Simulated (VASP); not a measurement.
VSi63 (a cell with a defect): single point with PBEsol

System: VSi63 (a cell with a defect).

```
Si V
1.0
    10.86558    0.00000    0.00000
     0.00000   10.86558    0.00000
     0.00000    0.00000   10.86558
Si V
63 1
Direct
  0.00051 0.00075 0.00100
  0.99909 0.99931 0.50347
  0.99907 0.50321 0.99959
  0.00022 0.50072 0.50098
  0.50297 0.99932 0.99960
  0.50049 0.00045 0.50098
  0.50049 0.50072 0.00072
  0.12557 0.12581 0.12609
  0.12693 0.12718 0.62800
  0.12692 0.62775 0.12744
  0.12374 0.62605 0.62634
  0.62751 0.12718 0.12746
  0.62581 0.12398 0.62634
  0.62582 0.62606 0.12425
  0.59424 0.59450 0.59471
  0.25150 0.25173 0.00405
  0.25558 0.25581 0.50484
  0.25047 0.75258 0.00093
  0.24571 0.75650 0.50487
  0.75236 0.25071 0.00094
  0.75630 0.24593 0.50489
  0.74981 0.75002 0.99777
  0.73945 0.73967 0.50118
  0.37749 0.37773 0.12884
  0.37893 0.37918 0.64369
  0.37472 0.87925 0.12482
  0.37644 0.87650 0.62774
  0.87899 0.37499 0.12482
  0.87627 0.37669 0.62775
  0.87480 0.87502 0.12376
  0.86933 0.86960 0.62365
  0.25151 0.00377 0.25201
  0.25047 0.00066 0.75287
  0.25556 0.50457 0.25605
  0.24572 0.50461 0.75682
  0.75237 0.00066 0.25098
  0.74979 0.99750 0.75032
  0.75627 0.50461 0.24623
  0.73942 0.50091 0.73991
  0.37751 0.12858 0.37801
  0.37474 0.12455 0.87952
  0.37895 0.64340 0.37944
  0.37646 0.62748 0.87679
  0.87903 0.12455 0.37524
  0.87479 0.12352 0.87530
  0.87627 0.62748 0.37696
  0.86934 0.62337 0.86982
  0.00352 0.25176 0.25200
  0.00042 0.25072 0.75287
  0.00042 0.75260 0.25099
  0.99726 0.75004 0.75029
  0.50433 0.25583 0.25609
  0.50437 0.24595 0.75679
  0.50435 0.75653 0.24621
  0.50067 0.73967 0.73994
  0.12835 0.37773 0.37800
  0.12432 0.37497 0.87953
  0.12434 0.87925 0.37525
  0.12326 0.87501 0.87530
  0.64319 0.37919 0.37950
  0.62725 0.37668 0.87678
  0.62724 0.87650 0.37695
  0.62315 0.86957 0.86987
  0.45512 0.45534 0.45564
```

| Item | Value |
| --- | --- |
| Program | VASP 6.6.1 |
| Task | single point |
| Functional | PBEsol |
| Potentials or basis | VASP PAW PBE potentials, release 64 (Si, V_sv) |
| Cutoff | 400 eV |
| k mesh | 1 × 1 × 1, shifted |
| Occupations | fermi-dirac, width 0.05 eV |
| Spin | no spin polarisation |
| Dipole correction | no |
| Charge | 1 |
| Further INCAR settings | LREAL = Auto; ALGO = Normal; EDIFF = 1e-06; NBANDS = 170; ISYM = -1; NELECT = 264.0 |

* Largest force: 0.014 eV/Å

Forces on the atoms (eV/Å):
```
Si  -0.001 -0.001  0.000
Si   0.003  0.005  0.005
Si   0.004  0.005  0.004
Si  -0.002 -0.003 -0.002
Si   0.006  0.005  0.004
Si  -0.003 -0.002 -0.001
Si  -0.003 -0.003 -0.001
Si  -0.001 -0.001 -0.001
Si   0.000 -0.001 -0.001
Si   0.000 -0.003  0.000
Si   0.000 -0.004 -0.004
Si  -0.005  0.001  0.000
Si  -0.003 -0.001 -0.004
Si  -0.004 -0.003  0.001
Si  -0.008 -0.009 -0.006
Si   0.003  0.003 -0.001
Si  -0.004 -0.004 -0.001
Si  -0.001 -0.001  0.001
Si   0.005  0.000 -0.004
Si  -0.003 -0.001  0.000
Si   0.001  0.005 -0.004
Si   0.002  0.001  0.004
Si  -0.001  0.001  0.003
Si   0.001  0.001  0.002
Si  -0.001 -0.002  0.010
Si   0.001 -0.002 -0.004
Si   0.000  0.005  0.004
Si   0.000  0.001 -0.003
Si   0.004 -0.001  0.003
Si  -0.001  0.000  0.005
Si  -0.001 -0.003 -0.009
Si   0.001  0.000  0.004
Si   0.000  0.001 -0.004
Si  -0.003 -0.001 -0.002
Si   0.003 -0.005 -0.001
Si  -0.002  0.000 -0.001
Si   0.001  0.004  0.001
Si   0.000 -0.004  0.004
Si   0.001  0.004  0.001
Si   0.000  0.002  0.000
Si   0.000 -0.003 -0.001
Si  -0.003  0.009 -0.001
Si   0.000  0.004  0.003
Si  -0.001 -0.003  0.001
Si   0.001  0.002  0.000
Si   0.004  0.003 -0.001
Si  -0.002 -0.008 -0.001
Si  -0.001  0.002  0.003
Si   0.002  0.000 -0.003
Si   0.001 -0.002 -0.002
Si   0.001  0.002  0.002
Si  -0.001 -0.004 -0.003
Si  -0.004  0.004  0.001
Si  -0.002  0.000  0.004
Si   0.005  0.000  0.000
Si   0.002  0.001  0.000
Si  -0.003  0.000 -0.001
Si  -0.003 -0.001  0.000
Si   0.004  0.000 -0.001
Si   0.010 -0.001 -0.002
Si   0.003  0.000  0.003
Si   0.004  0.004 -0.001
Si  -0.010 -0.002 -0.003
V    0.001  0.003  0.002
```

Levels at points of the mesh, in eV from the Fermi level:
| k point | band 128 | band 129 | band 130 | band 131 | band 132 | band 133 | band 134 | band 135 | band 136 | band 137 |
| --- | --- | --- | --- | --- | --- | --- | --- | --- | --- | --- |
| (0.25, 0.25, 0.25) | -0.75 | -0.70 | -0.70 | -0.34 | -0.34 | 0.34 | 0.34 | 0.59 | 0.76 | 0.76 |

Run time: 3.9 min on 1 thread of Intel(R) Xeon(R) Platinum 8488C (Sapphire Rapids), with other jobs on the host, peak memory 0.78 GiB.

Caveat: the cell carries a net charge on a neutralising background, which shifts energy and pressure; the cell is charged against a uniform background, so pressure and absolute levels hang on convention; the PAW data sets were made with another functional, which shifts forces and pressure a little.
